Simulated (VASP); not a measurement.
Runs of VASP 6.6.1 on Na. The structure is that of space group Fm-3m (No. 225), or close to it. The cells are those of the table. 

```csv
cell,gap on the mesh (eV),pressure (GPa)
"a = 3.803 Å, angles 120.2, 120.2, 89.6°, 1 atom",none,-0.5
"a = 3.866 Å, angles 119.2, 119.2, 91.4°, 1 atom",none,-0.8
"a = 3.834 Å, angles 119.7, 119.7, 90.5°, 1 atom",none,-0.6
"a = 3.896 Å, angles 119.7, 119.7, 90.5°, 1 atom",none,-0.9
"a = 3.804 Å, angles 119.2, 119.2, 91.4°, 1 atom",none,-0.6
"a = 3.834 Å, angles 120.8, 120.8, 88.7°, 1 atom",none,-0.5
"a = 3.865 Å, angles 120.2, 120.2, 89.6°, 1 atom",none,-0.7
"a = 3.804 Å, angles 121.3, 121.3, 87.7°, 1 atom",none,(a)
```

Alike in all rows: task single point; level PBEsol; potentials or basis VASP PAW PBE potentials, release 64 (Na_pv); no spin polarisation; k mesh 16 × 16 × 16; cutoff (eV) 520; smearing gaussian 0.15 eV.

Q: Fill in the values left out.

A: (a) -0.4.

Caveats: the PAW data sets were made with another functional, which shifts forces and pressure a little.

A gap of «none» marks levels without a gap at the run's occupations.
